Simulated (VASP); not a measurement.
# CoSi2 (Fm-3m) in VASP: notebook, part 2 of 2

VASP 6.6.1. The steps go on from the part before.

## Step 4: Single point, r2SCAN+U, collinear spin, ferromagnetic start

Contents of POSCAR:

```
CoSi2
1.0
    0.0000000000      2.6780000000      2.6780000000
    2.6780000000      0.0000000000      2.6780000000
    2.6780000000      2.6780000000      0.0000000000
Co Si
1 2
Direct
    0.0000000000      0.0000000000      0.0000000000
    0.7500000000      0.7500000000      0.7500000000
    0.2500000000      0.2500000000      0.2500000000
```

Contents of INCAR.step1:

```
PREC = Accurate
ENCUT = 520
ISMEAR = -1
SIGMA = 0.05
LREAL = F
LASPH = T
NELM = 150
ISPIN = 2
MAGMOM = 2 0 0
LMAXMIX = 4
LDAU = T
LDAUTYPE = 2
LDAUL = 2 -1
LDAUU = 6 0
LDAUJ = 0 0
NBANDS = 20
GGA = PE
ALGO = Normal
EDIFF = 1E-4
LWAVE = T
LCHARG = F
```

Contents of INCAR.step2:

```
PREC = Accurate
ENCUT = 520
EDIFF = 1E-6
ISMEAR = -1
SIGMA = 0.05
LREAL = F
LASPH = T
NELM = 150
ALGO = Normal
ISIF = 2
LWAVE = F
LCHARG = F
ISPIN = 2
MAGMOM = 2 0 0
LORBIT = 11
LMAXMIX = 4
LDAU = T
LDAUTYPE = 2
LDAUL = 2 -1
LDAUU = 6 0
LDAUJ = 0 0
LDAUPRINT = 1
METAGGA = R2SCAN
LMIXTAU = T
NBANDS = 20
ISTART = 1
```

Contents of KPOINTS:

```
Automatic mesh
0
Gamma
  9 9 9
```

Potentials or basis: VASP PAW PBE potentials, release 64 (Co, Si).

Started as:

```sh
> cat potpaw_PBE.64/Co/POTCAR potpaw_PBE.64/Si/POTCAR > POTCAR
> cp INCAR.step1 INCAR
> mpirun -np 1 vasp_std > vasp.out
> cp INCAR.step2 INCAR
> mpirun -np 1 vasp_std > vasp.out
```

OUTCAR:

```text
PREC = Accurate
   ENCUT = 520
   EDIFF = 1E-6
   ISMEAR = -1
   LREAL = F
   LASPH = T
   NELM = 150
   ISIF = 2
   ISPIN = 2
   LORBIT = 11
   METAGGA = R2SCAN
   ISTART = 1

 ion  position               nearest neighbor table
   1  0.000  0.000  0.000-   2 2.32   3 2.32   2 2.32   2 2.32   3 2.32   2 2.32   3 2.32   3 2.32

   2  0.750  0.750  0.750-   1 2.32   1 2.32   1 2.32   1 2.32   3 2.68   3 2.68   3 2.68   3 2.68
                             3 2.68   3 2.68
   3  0.250  0.250  0.250-   1 2.32   1 2.32   1 2.32   1 2.32   2 2.68   2 2.68   2 2.68   2 2.68
                             2 2.68   2 2.68

  LATTYP: Found a face centered cubic cell.
 ALAT       =     5.3560000000

  Lattice vectors:

 A1 = (   0.0000000000,   2.6780000000,   2.6780000000)
 A2 = (   2.6780000000,   0.0000000000,   2.6780000000)
 A3 = (   2.6780000000,   2.6780000000,   0.0000000000)

Analysis of symmetry for initial positions (statically):
=====================================================================
 Subroutine PRICEL returns:
 Original cell was already a primitive cell.

 Routine SETGRP: Setting up the symmetry group for a
 face centered cubic supercell.

 Subroutine GETGRP returns: Found 48 space group operations
 (whereof 48 operations were pure point group operations)
 out of a pool of 48 trial point group operations.

The static configuration has the point symmetry O_h .

Analysis of symmetry for dynamics (positions and initial velocities):
=====================================================================
 Subroutine PRICEL returns:
 Original cell was already a primitive cell.

 Routine SETGRP: Setting up the symmetry group for a
 face centered cubic supercell.

 Subroutine GETGRP returns: Found 48 space group operations
 (whereof 48 operations were pure point group operations)
[... 189 lines left out ...]
  o =  0.8669  v =  0.0000  0.0000  0.0000  0.0000  0.0000  0.0000 -0.0000 -0.9128  0.0000 -0.4084      0.0000  0.0000  0.0000  0.0000  0.0000  0.0000  0.0000  0.0000  0.0000  0.0000
  o =  0.8669  v =  0.0000  0.0000  0.0000  0.0000  0.0000  0.0000  0.0000  0.4084  0.0000 -0.9128      0.0000  0.0000  0.0000  0.0000  0.0000  0.0000  0.0000  0.0000  0.0000  0.0000

 number of electron      16.9999995 magnetization      -0.0000301

 Free energy of the ion-electron system (eV)
  ---------------------------------------------------
  ext. energy  EPLUGINS =         0.00000000
  ---------------------------------------------------
  free energy    TOTEN  =       -26.88974551 eV

  energy without entropy =      -26.87904672  energy(sigma->0) =      -26.88439612

 E-fermi :   9.7789     XC(G=0): -12.5033

 val. band max:        9.7718771383   @ k =   0.2222   0.1111   0.0000
 cond. band min:       9.7908181615   @ k =   0.4444   0.2222   0.1111
 fundamental gap:      0.0189410232
 Fermi energy:         9.7789121299

 spin component 1

 k-point     1 :       0.0000    0.0000    0.0000
  band No.  band energies     occupation
      1      -3.8011      1.00000
      2       5.3684      1.00000
      3       5.3684      1.00000
      4       5.3684      1.00000
      5       6.9211      1.00000
      6       6.9211      1.00000
[... 1097 lines left out ...]
     19      25.6262      0.00000
     20      26.0482      0.00000

 [... further k-points ...]
[... 5 lines left out ...]
  --------------------------------------------------------------------------------------
  -------------------------------------------------------------------------------------
  Total       -2.5974728     -2.5974728     -2.5974728     -0.0000000     -0.0000000      0.0000000
  in kB     -108.3427560   -108.3427560   -108.3427560     -0.0000000     -0.0000000      0.0000000
  external PRESSURE =    -108.3427560 kB  Pullay stress =       0.0000000 kB

 VOLUME and BASIS-vectors are now :
 -----------------------------------------------------------------------------
  energy-cutoff  :      520.00
  volume of cell :       38.41
      direct lattice vectors                 reciprocal lattice vectors
     0.000000000  2.678000000  2.678000000    -0.186706497  0.186706497  0.186706497
     2.678000000  0.000000000  2.678000000     0.186706497 -0.186706497  0.186706497
     2.678000000  2.678000000  0.000000000     0.186706497  0.186706497 -0.186706497

 POSITION                                       TOTAL-FORCE (eV/Angst)
 -----------------------------------------------------------------------------------
      0.00000      0.00000      0.00000         0.000000      0.000000      0.000000
      4.01700      4.01700      4.01700        -0.000000     -0.000000     -0.000000
      1.33900      1.33900      1.33900         0.000000      0.000000      0.000000
 -----------------------------------------------------------------------------------
    total drift:                               -0.000000     -0.000000      0.000000

  FREE ENERGIE OF THE ION-ELECTRON SYSTEM (eV)
  ---------------------------------------------------
  free  energy   TOTEN  =       -26.8897455139 eV

  energy  without entropy=      -26.8790467209  energy(sigma->0) =      -26.88439612

 total charge

# of ion       s       p       d       tot
------------------------------------------
    1        0.534   0.713   7.891   9.138
    2        0.708   0.878   0.000   1.586
    3        0.708   0.878   0.000   1.586
--------------------------------------------------
tot          1.949   2.469   7.891  12.309

 magnetization (x)

# of ion       s       p       d       tot
------------------------------------------
    1       -0.000  -0.000  -0.000  -0.000
    2        0.000   0.000   0.000   0.000
    3        0.000   0.000   0.000   0.000
--------------------------------------------------
tot          0.000  -0.000  -0.000  -0.000
```

OUTCAR.step1:

```text
PREC = Accurate
   ENCUT = 520
   ISMEAR = -1
   LREAL = F
   LASPH = T
[... 1357 lines left out ...]
      0.00000      0.00000      0.00000        -0.000000      0.000000     -0.000000
      4.01700      4.01700      4.01700        -0.000000      0.000000     -0.000000
      1.33900      1.33900      1.33900         0.000000     -0.000000      0.000000
 -----------------------------------------------------------------------------------
    total drift:                               -0.000000     -0.000000      0.000000

  FREE ENERGIE OF THE ION-ELECTRON SYSTEM (eV)
  ---------------------------------------------------
  free  energy   TOTEN  =       -14.1808463594 eV

  energy  without entropy=      -14.1702436039  energy(sigma->0) =      -14.17554498
```

OSZICAR.step1:

```text
N       E                     dE             d eps       ncg     rms          rms(c)
DAV:   1     0.745260663928E+02    0.74526E+02   -0.68081E+03  2832   0.833E+02
DAV:   2    -0.929524067190E+01   -0.83821E+02   -0.74758E+02  2968   0.187E+02
DAV:   3    -0.141592376230E+02   -0.48640E+01   -0.47198E+01  3332   0.490E+01
DAV:   4    -0.142345994508E+02   -0.75362E-01   -0.75241E-01  3232   0.552E+00
DAV:   5    -0.142365452535E+02   -0.19458E-02   -0.19456E-02  3404   0.916E-01    0.138E+01
DAV:   6    -0.161676504817E+02   -0.19311E+01   -0.72670E+00  3124   0.544E+01    0.119E+01
DAV:   7    -0.141364258920E+02    0.20312E+01   -0.39097E+00  3208   0.432E+01    0.426E+00
DAV:   8    -0.141666084945E+02   -0.30183E-01   -0.43480E-01  3784   0.645E+00    0.192E+00
DAV:   9    -0.141745882513E+02   -0.79798E-02   -0.60927E-02  3732   0.246E+00    0.881E-01
DAV:  10    -0.141778223652E+02   -0.32341E-02   -0.43425E-03  3708   0.719E-01    0.361E-01
DAV:  11    -0.141801088088E+02   -0.22864E-02   -0.39726E-03  3584   0.745E-01    0.143E-01
DAV:  12    -0.141807543324E+02   -0.64552E-03   -0.96236E-04  3372   0.342E-01    0.584E-02
DAV:  13    -0.141808463594E+02   -0.92027E-04   -0.86139E-05  2080   0.121E-01
   1 F= -.14180846E+02 E0= -.14175545E+02  d E =-.106028E-01  mag=    -0.0004
```

It took 4.3 min on 1 thread of AMD EPYC 7R43 (Zen 3), shared host; peak memory 0.17 GiB.

Results:

```
Free energy                                           : -26.8897 eV
Pressure                                              : -10.8 GPa
Net moment                                            : 0.00 μB per cell
Valence electrons inside the program's atomic spheres : Co 9.14; Si 1.59
```

Levels at points of the mesh, in eV from the Fermi level:
Spin up:
```tsv
k point	band 7	band 8	band 9	band 10	band 11	band 12
(0.00, 0.00, 0.00)	1.35	3.63	3.63	3.63	3.95	3.95
```
Spin down:
| k point | band 6 | band 7 | band 8 | band 9 | band 10 | band 11 | band 12 | band 13 |
| --- | --- | --- | --- | --- | --- | --- | --- | --- |
| (0.00, 0.00, 0.00) | -2.86 | 1.35 | 3.63 | 3.63 | 3.63 | 3.95 | 3.95 | 3.95 |

Eigenvalues of the final occupation matrices:
```tsv
site	spin	trace	eigenvalues
site 1 d	1	3.97	0.75 0.75 0.75 0.87 0.87
site 1 d	2	3.97	0.75 0.75 0.75 0.87 0.87
```

Caveat: the starting moments collapsed, and a magnetic state may lie lower; the PAW data sets were made with another functional, which shifts forces and pressure a little; the U is typed as a test and isn't derived for this compound. The state reached can hang on the start; a lower one may exist.

## Step 5: Single point, r2SCAN+U, collinear spin, ferromagnetic start

POSCAR is that of step 4.

Contents of INCAR.step1:

```
SYSTEM = CoSi2
PREC = Accurate
ENCUT = 520
ISMEAR = -1
SIGMA = 0.05
LREAL = .FALSE.
LASPH = .TRUE.
NELM = 150
ISPIN = 2
MAGMOM = 2 0 0
LMAXMIX = 4
LDAU = .TRUE.
LDAUTYPE = 2
LDAUL = 2 -1
LDAUU = 8 0
LDAUJ = 0 0
NBANDS = 20
GGA = PE
ALGO = Normal
EDIFF = 1E-4
LWAVE = .TRUE.
LCHARG = .FALSE.
```

Contents of INCAR.step2:

```
SYSTEM = CoSi2
PREC = Accurate
ENCUT = 520
EDIFF = 1E-6
ISMEAR = -1
SIGMA = 0.05
LREAL = .FALSE.
LASPH = .TRUE.
NELM = 150
ALGO = Normal
ISIF = 2
LWAVE = .FALSE.
LCHARG = .TRUE.
ISPIN = 2
MAGMOM = 2 0 0
LORBIT = 11
LMAXMIX = 4
LDAU = .TRUE.
LDAUTYPE = 2
LDAUL = 2 -1
LDAUU = 8 0
LDAUJ = 0 0
LDAUPRINT = 1
METAGGA = R2SCAN
LMIXTAU = .TRUE.
LELF = .TRUE.
LVHAR = .TRUE.
NBANDS = 20
ISTART = 1
```

Contents of KPOINTS:

```
regular mesh
0
G
  9 9 9
  0 0 0
```

Started as:

```sh
> cat potpaw_PBE.64/Co/POTCAR potpaw_PBE.64/Si/POTCAR > POTCAR
> cp INCAR.step1 INCAR
> mpirun -np 1 vasp_std > vasp.out
> cp INCAR.step2 INCAR
> mpirun -np 1 vasp_std > vasp.out
```

Wall time 3.6 min (1 thread of AMD EPYC 7R43 (Zen 3), shared host); peak memory 0.17 GiB.

Results (log left out):

```
Free energy                                           : -25.3291 eV
Pressure                                              : -13.3 GPa
Net moment                                            : 0.00 μB per cell
Valence electrons inside the program's atomic spheres : Co 9.23; Si 1.58
```

Levels at points of the mesh, in eV from the Fermi level:
Spin up:
```
           k point  band 5  band 6  band 7  band 8  band 9  band 10  band 11  band 12  band 13  band 14
(0.00, 0.00, 0.00)   -3.26   -3.26    1.40    3.63    3.63     3.63     4.09     4.09     4.09     6.32
```
Spin down:
```tsv
k point	band 5	band 6	band 7	band 8	band 9	band 10	band 11	band 12	band 13	band 14
(0.00, 0.00, 0.00)	-3.26	-3.26	1.40	3.64	3.64	3.64	4.09	4.09	4.09	6.32
```

Eigenvalues of the final occupation matrices:
```tsv
site	spin	trace	eigenvalues
site 1 d	1	4.03	0.75 0.75 0.75 0.89 0.89
site 1 d	2	4.03	0.75 0.75 0.75 0.89 0.89
```

Caveat: the starting moments collapsed, and a magnetic state may lie lower; the PAW data sets were made with another functional, which shifts forces and pressure a little; the U is typed as a test and isn't derived for this compound. The state reached can hang on the start; a lower one may exist.
